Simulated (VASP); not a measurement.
Crystal: Hg.

```
Hg
1.0
     2.10712    1.21655    1.91922
    -2.10712    1.21655    1.91922
     0.00000   -2.43309    1.91922
Hg
1
Direct
  0.00000 0.00000 0.00000
```

* Program: VASP 6.6.1
* Task: relaxation of cell and atoms
* Functional: PBE
* Dispersion: D3(BJ)
* Potentials or basis: VASP PAW PBE potentials, release 64 (Hg)
* Cutoff: 600 eV
* k mesh: 12 × 12 × 12
* Occupations: gaussian, width 0.1 eV
* Spin: no spin polarisation

At the start: pressure -1.8 GPa; volume 29.52 Å³/atom.

Question: Where does the relaxation end?

Answer: Over 21 steps the energy falls by 29.8 meV/atom and the volume is 25.37 Å³/atom (-14.0 %); space group R-3m (No. 166, to 0.1 Å) before and after.

The path:
```tsv
step	energy change (eV)	largest force (eV/Å)	pressure (GPa)	volume (Å³)
1	0.0000	0.0000	-1.79	29.52
2	-0.0115	0.0000	-0.81	28.13
3	-0.0140	0.0000	-0.13	27.31
4	-0.0140	0.0000	0.01	27.15
5	-0.0140	0.0000	-0.04	27.20
6	-0.0141	0.0000	-0.02	27.19
7	-0.0145	0.0000	-0.01	27.16
8	-0.0152	0.0000	-0.02	27.09
9	-0.0159	0.0000	-0.04	26.95
10	-0.0191	0.0000	0.05	26.59
11	-0.0291	0.0000	0.00	25.60
12	-0.0036	0.0000	3.60	22.74
13	-0.0260	0.0000	0.30	24.80
14	-0.0295	0.0000	0.08	25.44
15	-0.0297	0.0000	0.13	25.30
16	-0.0288	0.0000	0.20	25.06
17	-0.0297	0.0000	0.14	25.25
18	-0.0180	0.0000	-1.48	26.73
19	-0.0298	0.0000	0.05	25.30
20	-0.0296	0.0000	-0.19	25.61
21	-0.0298	0.0000	-0.02	25.37
```

Final structure:
```cif
data_structure
_symmetry_space_group_name_H-M 'P 1'
_symmetry_Int_Tables_number 1
_cell_length_a 3.0735
_cell_length_b 3.0735
_cell_length_c 3.0735
_cell_angle_alpha 71.593
_cell_angle_beta 71.593
_cell_angle_gamma 71.593
_cell_volume 25.37
loop_
_atom_site_label
_atom_site_type_symbol
_atom_site_fract_x
_atom_site_fract_y
_atom_site_fract_z
_atom_site_occupancy
Hg1 Hg 0.00000 0.00000 0.00000 1
```
